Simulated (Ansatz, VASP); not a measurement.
# One calculation of Sb2Pt, two programs

The input INCAR:

```
SYSTEM = Sb2Pt
  PREC = Accurate
  ENCUT = 520
  EDIFF = 1E-6
  ISMEAR = 0
  SIGMA = 0.05
  LREAL = .False.
  LASPH = .True.
  NELM = 60
  ALGO = Normal
  ISIF = 2
  LWAVE = .False.
  LCHARG = .False.
  GGA = PE
  NBANDS = 17
```

Contents of KPOINTS:

```
regular mesh
0
Gamma
  10 10 6
  0 0 0
```

The input POSCAR:

```
Sb2Pt
1.0
    4.0599872515      0.0000000000      0.0000000000
   -2.0299936257      3.5160520988      0.0000000000
    0.0000000000      0.0000000000      5.2259058719
Pt Sb
1 2
Direct
    0.0000000000      0.0000000000      0.0000000000
    0.3333333333      0.6666666667      0.2584105895
    0.6666666667      0.3333333333      0.7511571297
```

Input for Ansatz:

```yaml
crystal:
  lattice:
    - [4.0599872515, 0.0, 0.0]
    - [-2.0299936257, 3.5160520988, 0.0]
    - [0.0, 0.0, 5.2259058719]
  atoms:
    - { symbol: Pt, position: [0.0, 0.0, 0.0] }
    - { symbol: Sb, position: [0.3333333333, 0.6666666667, 0.2584105895] }
    - { symbol: Sb, position: [0.6666666667, 0.3333333333, 0.7511571297] }
basis:
  ecutwfc: 420
  ecutrho_ratio: 4
kpoints:
  mp_grid: { grid: [10, 10, 6] }
hamiltonian:
  xc: pbe
scf:
  occupations: { method: gaussian, width: 0.05 }
output:
  forces: true
  stress: true
  eigenvalues: true
```

Alike in both runs: task single point; functional PBE; k mesh 10 × 10 × 6; occupations gaussian, width 0.05 eV; no spin polarisation.

```csv
,VASP,Ansatz
version,VASP 6.6.1,Ansatz 0.2.0
potentials or method,"VASP PAW PBE potentials, release 64 (Pt, Sb), cutoff 520 eV","scalar-relativistic, plane waves, PAW"
valence electrons in the cell,20,48
```

Ansatz gave:

* gap on the k mesh at the Fermi level (eV): none
* pressure (GPa): 1.0
* traceless stress, the component that is largest in VASP (GPa): -0.37
* rms of the force components (eV/Å): 0.118

Task: Which values does VASP return?

Result: gap on the k mesh at the Fermi level (eV): none; pressure (GPa): 0.7; traceless stress, the component that is largest in VASP (GPa): -0.30; rms of the force components (eV/Å): 0.111.

Atom by atom the forces differ by 0.008 eV/Å (rms over components). A gap of «none» marks a metal or a gap that the smearing closes. With one functional, cell and mesh, what is left measures potentials, basis and numerics. VASP's potentials hold 20 valence electrons a cell and Ansatz's 48, so a difference there can come from the potentials and not from the codes.

Spin-orbit coupling is off throughout.
